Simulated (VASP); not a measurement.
Write the native input for VASP 6.6.1 that does the following.

```
Task                   : single point
Functional             : LDA
Potentials or basis    : VASP PAW LDA potentials, release 64 (C, O)
Cutoff                 : 520 eV
k mesh                 : 5 × 5 × 3
Occupations            : methfessel-paxton, width 0.1 eV
Spin                   : no spin polarisation
Dipole correction      : no
Further INCAR settings : ALGO = Normal; EDIFF = 1e-06; NBANDS = 25
```

The structure of CO2 lies in POSCAR:

```
CO2
1.0
    2.6359110000     -2.3873780000      0.0000000000
    2.6359110000      2.3873780000      0.0000000000
    0.0000000000      0.0000000000      6.5871750000
C O
2 4
Direct
    0.0000000000      0.0000000000      0.0000000000
    0.5000000000      0.5000000000      0.5000000000
    0.8065090000      0.1934910000      0.8918430000
    0.1934910000      0.8065090000      0.1081570000
    0.6934910000      0.3065090000      0.3918430000
    0.3065090000      0.6934910000      0.6081570000
```

The input as run:

INCAR

```
PREC     = Accurate       # precision mode
ENCUT    = 520            # plane-wave cutoff, eV
EDIFF    = 1E-6           # SCF threshold, eV
ISMEAR   = 1              # smearing method
SIGMA    = 0.1            # smearing width, eV
LREAL    = False          # projectors in reciprocal space
LASPH    = True           # aspherical terms in the spheres
NELM     = 100            # most SCF steps
ALGO     = Normal         # electronic algorithm
ISIF     = 2              # what is computed and relaxed
LWAVE    = False          # write WAVECAR
LCHARG   = True           # write CHGCAR
LELF     = True           # ELF
LVHAR    = True         
NBANDS   = 25             # bands
```

KPOINTS

```
regular mesh
0
Gamma
  5 5 3
```

Potentials or basis: VASP PAW LDA potentials, release 64 (C, O).

Run with:

```console
$ cat potpaw_LDA.64/C/POTCAR potpaw_LDA.64/O/POTCAR > POTCAR
$ mpirun -np 1 vasp_std > vasp.out
```

Results of the run:

```json
{"Pressure": "-0.8 GPa", "Largest force": "0.196 eV/Å", "Band gap on the k mesh": "6.36 eV, indirect (least direct gap 6.88 eV)"}
```

Wall time 24 s on 1 thread of Intel(R) Xeon(R) Platinum 8488C (Sapphire Rapids), on a shared host, peak memory 0.16 GiB.
